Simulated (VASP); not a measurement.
## BPd4: single point with PBE

Crystal: BPd4.

```
B Pd
1.0
     4.20263    0.00000    0.00000
     0.00000    4.20263    0.00000
     0.00000    0.00000    4.20263
B Pd
1 4
Direct
  0.50000 0.50000 0.50000
  0.23425 0.23425 0.23425
  0.76575 0.76575 0.23425
  0.76575 0.23425 0.76575
  0.23425 0.76575 0.76575
```

- Program: VASP 6.6.1
- Task: single point
- Functional: PBE
- Potentials or basis: VASP PAW PBE potentials, release 64 (B, Pd_sv_GW)
- Cutoff: 540 eV
- k mesh: 10 × 10 × 10
- Occupations: gaussian, width 0.1 eV
- Spin: no spin polarisation
- Dipole correction: no
- Second run: valence_matched
- Further INCAR settings: ALGO = Normal; EDIFF = 1e-06; NBANDS = 46

```
Pressure      : -2.3 GPa
Largest force : 0.017 eV/Å
```

Forces on the atoms (eV/Å):
```
B    0.000  0.000  0.000
Pd  -0.010 -0.010 -0.010
Pd   0.010  0.010 -0.010
Pd   0.010 -0.010  0.010
Pd  -0.010  0.010  0.010
```

Levels at points of the mesh, in eV from the Fermi level:
| k point | band 34 | band 35 | band 36 | band 37 | band 38 | band 39 | band 40 | band 41 |
| --- | --- | --- | --- | --- | --- | --- | --- | --- |
| (0.00, 0.00, 0.00) | -0.90 | -0.79 | -0.38 | -0.38 | -0.38 | 2.65 | 2.65 | 3.58 |
| (0.50, 0.00, 0.00) | -1.56 | -1.43 | -1.14 | -0.62 | -0.62 | 2.58 | 3.81 | 3.81 |
| (0.50, 0.50, 0.00) | -2.14 | -1.50 | -1.25 | 0.33 | 0.33 | 0.49 | 0.88 | 3.55 |
| (0.50, 0.50, 0.50) | -0.84 | -0.84 | -0.58 | -0.58 | 0.03 | 0.03 | 0.03 | 3.40 |

Wall time 3 min on 1 thread of AMD EPYC 9R45 (Zen 5) (shared host), peak memory 0.27 GiB.
